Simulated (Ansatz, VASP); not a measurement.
Two plane-wave programs on Al

```xyz
4
Lattice="2.8363 0.0000 -0.2127 -1.4181 2.4563 0.1064 -0.6992 0.0000 9.3221" Properties=species:S:1:pos:R:3 pbc="T T T"
Al    0.0000    0.0000    0.0000
Al   -0.1748    1.6375    2.3305
Al   -0.3496    0.0000    4.6611
Al    0.8938    0.8188    6.8853
```

Change from the starting cell: strain -0.1500 x Voigt [0, 0, 0, 0, 1, 0], atoms carried along.

Alike in both runs: task single point; functional PBEsol; k mesh 18 × 18 × 6; occupations gaussian, width 0.15 eV; no spin polarisation.

|  | VASP | Ansatz |
| --- | --- | --- |
| version | VASP 6.6.1 | Ansatz 0.2.0 |
| potentials or method | VASP PAW PBE potentials, release 64 (Al), cutoff 520 eV | scalar-relativistic, plane waves, PAW |
| valence electrons in the cell | 12 | 12 |

```tsv
	VASP	Ansatz	Ansatz less VASP
gap on the k mesh at the Fermi level (eV)	none	none	-
pressure (GPa)	1.7	1.7	-0.07
traceless stress, the component that is largest in VASP (GPa)	4.14	4.12	-0.024
rms of the force components (eV/Å)	0.056	0.056	-0.0003
```

VASP's potentials were made for PBE, not for PBEsol. Atom by atom the forces differ by 0.000 eV/Å (rms over components). A gap of «none» marks a metal or a gap that the smearing closes.
